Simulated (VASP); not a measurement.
# InAuC2N2 (P-1) in VASP: single point with PBE

Aim: the single point of InAuC2N2 with PBE.

All numbers are computed with VASP 6.6.1; they aren't measurements. Logs are shortened: lines on timing, memory, paths and dates and some standing lists are left out, and cuts for length are marked.

## (1) The cell of the first run

The typed cell holds 6 atoms: a = 4.364 Å, b = 4.362 Å, c = 9.658 Å, α = 77.48°, β = 77.54°, γ = 60.56°.

## (2) Single point, PBE

INCAR

```
PREC = Accurate
ENCUT = 520
EDIFF = 1E-7
ISMEAR = 0
SIGMA = 0.02
LREAL = F
LASPH = T
NELM = 100
ALGO = Normal
ISIF = 2
LWAVE = F
LCHARG = F
GGA = PE
NBANDS = 30
```

KPOINTS

```
Automatic mesh
0
Gamma
  6 6 4
```

POSCAR

```
InAuC2N2
1.0
    4.3582804922      0.1089588627      0.1995874600
    2.0446233791      3.8511665330      0.1379726109
    1.6249697402      1.1712404459      9.4475836125
In C Au N
1 2 1 2
Direct
    0.5000000000      0.5000000000      0.5000000000
    0.9292423080      0.9295261690      0.2110392194
    0.0707576920      0.0704738310      0.7889607806
    0.0000000000      0.0000000000      0.0000000000
    0.8873945471      0.8877173658      0.3367598146
    0.1126054529      0.1122826342      0.6632401854
```

Potentials or basis: VASP PAW PBE potentials, release 64 (In_d, C, Au, N).

Command:

```sh
$ cat potpaw_PBE.64/In_d/POTCAR potpaw_PBE.64/C/POTCAR potpaw_PBE.64/Au/POTCAR potpaw_PBE.64/N/POTCAR > POTCAR
$ mpirun -np 1 vasp_std > vasp.out
```

OUTCAR:

```text
PREC = Accurate
   ENCUT = 520
   EDIFF = 1E-7
   ISMEAR = 0
   LREAL = F
   LASPH = T
   NELM = 100
   ISIF = 2
   GGA = PE

 ion  position               nearest neighbor table
   1  0.500  0.500  0.500-
   2  0.929  0.930  0.211-   5 1.18   4 1.97
   3  0.071  0.070  0.789-   6 1.18   4 1.97
   4  0.000  0.000  0.000-   2 1.97   3 1.97
   5  0.887  0.888  0.337-   2 1.18
   6  0.113  0.112  0.663-   3 1.18

  LATTYP: Found a triclinic cell.
 ALAT       =     4.3624539962
 B/A-ratio  =     1.0004021882
 C/A-ratio  =     2.2227742678
 COS(alpha) =     0.0062121171
 COS(beta)  =     0.2339012575
 COS(gamma) =     0.4915366444

  Lattice vectors:

 A1 = (   2.0446233791,   3.8511665330,   0.1379726109)
 A2 = (   4.3582804922,   0.1089588627,   0.1995874600)
 A3 = (   0.4196536389,   2.6799260871,  -9.3096110016)

Analysis of symmetry for initial positions (statically):
=====================================================================
 Subroutine PRICEL returns:
 Original cell was already a primitive cell.

 Routine SETGRP: Setting up the symmetry group for a
 triclinic supercell.

 Subroutine GETGRP returns: Found  2 space group operations
 (whereof  2 operations were pure point group operations)
 out of a pool of  2 trial point group operations.

The static configuration has the point symmetry S_2 .

Analysis of symmetry for dynamics (positions and initial velocities):
=====================================================================
 Subroutine PRICEL returns:
 Original cell was already a primitive cell.

 Routine SETGRP: Setting up the symmetry group for a
 triclinic supercell.

 Subroutine GETGRP returns: Found  2 space group operations
 (whereof  2 operations were pure point group operations)
 out of a pool of  2 trial point group operations.

The dynamic configuration has the point symmetry S_2 .

 Subroutine INISYM returns: Found  2 space group operations
 (whereof  2 operations are pure point group operations),
 and found     1 'primitive' translations

----------------------------------------------------------------------------------------

                                     Primitive cell

  volume of cell :     155.0170

  direct lattice vectors                    reciprocal lattice vectors
     4.358280492  0.108958863  0.199587460     0.233668736 -0.123164253 -0.024921681
     2.044623379  3.851166533  0.137972611    -0.005132555  0.263525319 -0.031787098
     1.624969740  1.171240446  9.447583613    -0.004861476 -0.001246587  0.106837880

  length of vectors
     4.364208524  4.362453996  9.657596334     0.265314156  0.265485134  0.106955694

  position of ions in fractional coordinates (direct lattice)
     0.500000000  0.500000000  0.500000000
     0.929242308  0.929526169  0.211039219
     0.070757692  0.070473831  0.788960781
     0.000000000  0.000000000  0.000000000
     0.887394547  0.887717366  0.336759815
     0.112605453  0.112282634  0.663240185

  ion indices of the primitive-cell ions
   primitive index   ion index
                 1           1
                 2           2
                 3           3
                 4           4
                 5           5
                 6           6

----------------------------------------------------------------------------------------

 KPOINTS: Automatic mesh

Automatic generation of k-mesh.
 Grid dimensions read from file:
 generate k-points for:    6    6    4

 Generating k-lattice:

  Cartesian coordinates                     Fractional coordinates (reciprocal lattice)
     0.038944789 -0.020527376 -0.004153614     0.166666667 -0.000000000 -0.000000000
    -0.000855426  0.043920887 -0.005297850     0.000000000  0.166666667  0.000000000
    -0.001215369 -0.000311647  0.026709470    -0.000000000  0.000000000  0.250000000

  Length of vectors
     0.044219026  0.044247522  0.026738924

  Shift w.r.t. Gamma in fractional coordinates (k-lattice)
     0.000000000  0.000000000  0.000000000

 Subroutine IBZKPT returns following result:
 ===========================================

 Found     76 irreducible k-points:

 Following reciprocal coordinates:
            Coordinates               Weight
  0.000000  0.000000  0.000000      1.000000
  0.166667 -0.000000  0.000000      2.000000
  0.333333 -0.000000  0.000000      2.000000
  0.500000 -0.000000 -0.000000      1.000000
  0.000000  0.166667 -0.000000      2.000000
  0.166667  0.166667 -0.000000      2.000000
[... 16 lines left out ...]
  0.333333  0.000000  0.250000      2.000000
  0.500000 -0.000000  0.250000      2.000000
 [... further k-points ...]
   k-points           NKPTS =     76   k-points in BZ     NKDIM =     76   number of bands    NBANDS=     30
   number of dos      NEDOS =    301   number of ions     NIONS =      6
   total plane-waves  NPLWV =  73728
   dimension x,y,z NGX =    32 NGY =   32 NGZ =   72
   dimension x,y,z NGXF=    64 NGYF=   64 NGZF=  144
   ions per type =               1   2   1   2
   NGX,Y,Z   is equivalent  to a cutoff of  12.19, 12.19, 12.39 a.u.
   NGXF,Y,Z  is equivalent  to a cutoff of  24.38, 24.39, 24.79 a.u.
 SYSTEM =  unknown system
   PREC   = accura    normal or accurate (medium, high low for compatibility)
   ISTART =      0    job   : 0-new  1-cont  2-samecut
   ICHARG =      2    charge: 1-file 2-atom 10-const
   ISPIN  =      1    spin polarized calculation?
   LNONCOLLINEAR =      F non collinear calculations
   LSORBIT =      F    spin-orbit coupling
   LASPH  =      T    aspherical Exc in radial PAW
   ENCUT  =  520.0 eV  38.22 Ry    6.18 a.u.   8.11  8.11 17.96*2*pi/ulx,y,z
   NELM   =    100;   NELMIN=  2; NELMDL= -5     # of ELM steps
   EDIFF  = 0.1E-06   stopping-criterion for ELM
   LREAL  =      F    real-space projection
   EDIFFG = 0.1E-05   stopping-criterion for IOM
   NSW    =      0    number of steps for IOM
   IBRION =     -1    ionic relax: 0-MD 1-quasi-New 2-CG
   NFREE  =      0    steps in history (QN), initial steepest desc. (CG)
   ISIF   =      2    stress and relaxation
   ISYM   =      2    0-nonsym 1-usesym 2-fastsym
   POTIM  = 0.5000    time-step for ionic-motion
   TEBEG  =    0.0;   TEEND  =   0.0 temperature during run
   PSTRESS=    0.0 pullay stress
   NELECT =      42.0000    total number of electrons
   NUPDOWN=      -1.0000    fix difference up-down
   EMIN   =  10.00;   EMAX   =-10.00  energy-range for DOS
   EFERMI =   0.00;   METHOD = LEGACY
   ISMEAR =     0;   SIGMA  =   0.02  broadening in eV -4-tet -1-fermi 0-gaus
   EFERMI_NEDOS =   21; number of points for ismear=-14 and -15
   IALGO  =     38    algorithm
   IMIX   =      4    mixing-type and parameters
     AMIX     =   0.40;   BMIX     =  1.00
     AMIX_MAG =   1.60;   BMIX_MAG =  1.00
  volume/ion in A,a.u.               =      25.84       174.35
  Fermi-wavevector in a.u.,A,eV,Ry     =   1.059331  2.001845 15.268204  1.122181
  Thomas-Fermi vector in A             =   2.194672
   LORBIT       =      0    0 simple, 1 ext, 2 COOP (PROOUT), +10 PAW based schemes
   GGA     = PE    functional components
   LHFCALC =     F    Hartree Fock is set to
   AEXX    =    0.0000 exact exchange contribution
   IVDW    =     0    specifies the selected vdW correction
   LEPSILON=     F    determine dielectric tensor
   LRPA    =     F    only Hartree local field effects (RPA)
 non-spin polarized calculation
 Gauss-broadening in eV      SIGMA  =   0.02
  energy-cutoff  :      520.00
  volume of cell :      155.02
 maximum number of plane-waves:      4196
   NGX = 17   NGY = 17   NGZ = 35

 number of electron      42.0000005 magnetization

 Free energy of the ion-electron system (eV)
  ---------------------------------------------------
  ext. energy  EPLUGINS =         0.00000000
  ---------------------------------------------------
  free energy    TOTEN  =       -39.02675044 eV

  energy without entropy =      -39.02675044  energy(sigma->0) =      -39.02675044

 E-fermi :  -0.5326     XC(G=0):  -7.3324

 val. band max:       -0.6408650874   @ k =  -0.0000  -0.0000   0.5000
 cond. band min:       2.1848775301   @ k =   0.5000  -0.0000   0.5000
 fundamental gap:      2.8257426174
 Fermi energy:        -0.5326437946

 k-point     1 :       0.0000    0.0000    0.0000
  band No.  band energies     occupation
      1     -17.3855      2.00000
      2     -17.3450      2.00000
      3     -13.2577      2.00000
      4     -13.2419      2.00000
      5     -13.2404      2.00000
      6     -13.2355      2.00000
[... 22 lines left out ...]
     29       6.3112      0.00000
     30       7.1020      0.00000

 k-point     2 :       0.1667   -0.0000    0.0000
  band No.  band energies     occupation
      1     -17.3766      2.00000
      2     -17.3416      2.00000
      3     -13.2548      2.00000
      4     -13.2413      2.00000
      5     -13.2378      2.00000
      6     -13.2356      2.00000
[... 22 lines left out ...]
     29       6.7049      0.00000
     30       7.4558      0.00000

 k-point     3 :       0.3333   -0.0000    0.0000
  band No.  band energies     occupation
      1     -17.3588      2.00000
      2     -17.3355      2.00000
      3     -13.2537      2.00000
      4     -13.2409      2.00000
      5     -13.2390      2.00000
      6     -13.2317      2.00000
[... 22 lines left out ...]
     29       7.1341      0.00000
     30       7.4281      0.00000

 k-point     4 :       0.5000   -0.0000   -0.0000
  band No.  band energies     occupation
      1     -17.3494      2.00000
      2     -17.3328      2.00000
      3     -13.2546      2.00000
      4     -13.2417      2.00000
      5     -13.2399      2.00000
      6     -13.2274      2.00000
[... 22 lines left out ...]
     29       7.2660      0.00000
     30       7.2954      0.00000

 k-point     5 :       0.0000    0.1667   -0.0000
  band No.  band energies     occupation
      1     -17.3766      2.00000
      2     -17.3416      2.00000
      3     -13.2547      2.00000
      4     -13.2413      2.00000
      5     -13.2378      2.00000
      6     -13.2357      2.00000
[... 22 lines left out ...]
     29       6.7044      0.00000
     30       7.4554      0.00000
[... 526 lines left out ...]
     29       6.6023      0.00000
     30       6.8640      0.00000

 k-point    22 :       0.1667   -0.0000    0.2500
  band No.  band energies     occupation
      1     -17.3739      2.00000
      2     -17.3445      2.00000
      3     -13.2548      2.00000
      4     -13.2413      2.00000
      5     -13.2378      2.00000
      6     -13.2357      2.00000
[... 22 lines left out ...]
     29       6.3857      0.00000
     30       7.3801      0.00000

 k-point    23 :       0.3333    0.0000    0.2500
  band No.  band energies     occupation
      1     -17.3596      2.00000
      2     -17.3346      2.00000
      3     -13.2537      2.00000
      4     -13.2410      2.00000
      5     -13.2391      2.00000
      6     -13.2318      2.00000
[... 22 lines left out ...]
     29       6.6081      0.00000
     30       7.4986      0.00000

 k-point    24 :       0.5000   -0.0000    0.2500
  band No.  band energies     occupation
      1     -17.3504      2.00000
      2     -17.3318      2.00000
      3     -13.2546      2.00000
      4     -13.2418      2.00000
      5     -13.2399      2.00000
      6     -13.2275      2.00000
[... 22 lines left out ...]
     29       6.9076      0.00000
     30       7.1994      0.00000

 [... further k-points ...]

------------------------ aborting loop because EDIFF is reached ----------------------------------------

  FORCE on cell =-STRESS in cart. coord.  units (eV):
  Direction    XX          YY          ZZ          XY          YZ          ZX
  --------------------------------------------------------------------------------------
  -------------------------------------------------------------------------------------
  Total       -0.0601307     -0.0719035      0.6919541      0.0103503     -0.0063232     -0.0274875
  in kB       -0.6214811     -0.7431588      7.1516889      0.1069759     -0.0653536     -0.2840974
  external PRESSURE =       1.9290163 kB  Pullay stress =       0.0000000 kB

 VOLUME and BASIS-vectors are now :
 -----------------------------------------------------------------------------
  energy-cutoff  :      520.00
  volume of cell :      155.02
      direct lattice vectors                 reciprocal lattice vectors
     4.358280492  0.108958863  0.199587460     0.233668736 -0.123164253 -0.024921681
     2.044623379  3.851166533  0.137972611    -0.005132555  0.263525319 -0.031787098
     1.624969740  1.171240446  9.447583613    -0.004861476 -0.001246587  0.106837880

 POSITION                                       TOTAL-FORCE (eV/Angst)
 -----------------------------------------------------------------------------------
      4.01394      2.56568      4.89257         0.000000      0.000000      0.000000
      6.29336      3.92819      2.30752         0.020842      0.006053     -0.379346
      1.73451      1.20318      7.47762        -0.020842     -0.006053      0.379346
      0.00000      0.00000      0.00000         0.000000      0.000000      0.000000
      6.22979      3.90986      3.48116        -0.020084     -0.005772      0.358075
      1.79809      1.22150      6.30398         0.020084      0.005772     -0.358075
 -----------------------------------------------------------------------------------
    total drift:                                0.000000      0.000000      0.000000

  FREE ENERGIE OF THE ION-ELECTRON SYSTEM (eV)
  ---------------------------------------------------
  free  energy   TOTEN  =       -39.0267504402 eV

  energy  without entropy=      -39.0267504402  energy(sigma->0) =      -39.02675044
```

Run time: 4.2 min. Hardware: 1 thread of Intel Xeon Platinum 8259CL at 2.50GHz (Skylake/Cascade Lake), shared host; peak memory 0.51 GiB.

Results:

- Free energy: -39.0268 eV
- Pressure: 0.2 GPa
- Largest force: 0.380 eV/Å
- Band gap on the k mesh: 2.83 eV (least direct gap 3.02 eV)

Forces on the atoms (eV/Å):
```
In   0.000  0.000  0.000
C    0.021  0.006 -0.379
C   -0.021 -0.006  0.379
Au   0.000  0.000  0.000
N   -0.020 -0.006  0.358
N    0.020  0.006 -0.358
```

Levels at points of the mesh, in eV from the valence-band top:
| k point | band 17 | band 18 | band 19 | band 20 | band 21 | band 22 | band 23 | band 24 | band 25 | band 26 |
| --- | --- | --- | --- | --- | --- | --- | --- | --- | --- | --- |
| (0.00, 0.00, 0.00) | -1.78 | -1.77 | -1.61 | -1.61 | -0.20 | 4.09 | 4.59 | 4.63 | 6.19 | 6.20 |
| (0.50, 0.00, 0.00) | -1.88 | -1.75 | -1.59 | -0.76 | -0.62 | 3.31 | 4.13 | 4.69 | 4.80 | 5.05 |
| (0.00, 0.50, 0.00) | -1.88 | -1.75 | -1.59 | -0.75 | -0.62 | 3.31 | 4.13 | 4.69 | 4.80 | 5.04 |
| (0.50, 0.50, 0.00) | -1.88 | -1.62 | -1.59 | -0.73 | -0.20 | 2.83 | 3.80 | 4.59 | 5.14 | 5.93 |
| (0.00, 0.00, 0.50) | -1.78 | -1.77 | -1.63 | -1.62 | 0.00 | 4.00 | 4.81 | 4.83 | 5.59 | 5.63 |
| (0.50, 0.00, 0.50) | -1.88 | -1.61 | -1.59 | -0.76 | -0.19 | 2.83 | 3.86 | 4.62 | 5.15 | 5.94 |
| (0.00, 0.50, 0.50) | -1.88 | -1.61 | -1.59 | -0.76 | -0.19 | 2.83 | 3.86 | 4.62 | 5.15 | 5.94 |
| (0.50, 0.50, 0.50) | -1.88 | -1.76 | -1.59 | -0.73 | -0.62 | 3.32 | 4.11 | 4.66 | 4.74 | 5.02 |

Caveat: spin-orbit coupling is left out, which moves the levels of the heavy elements.
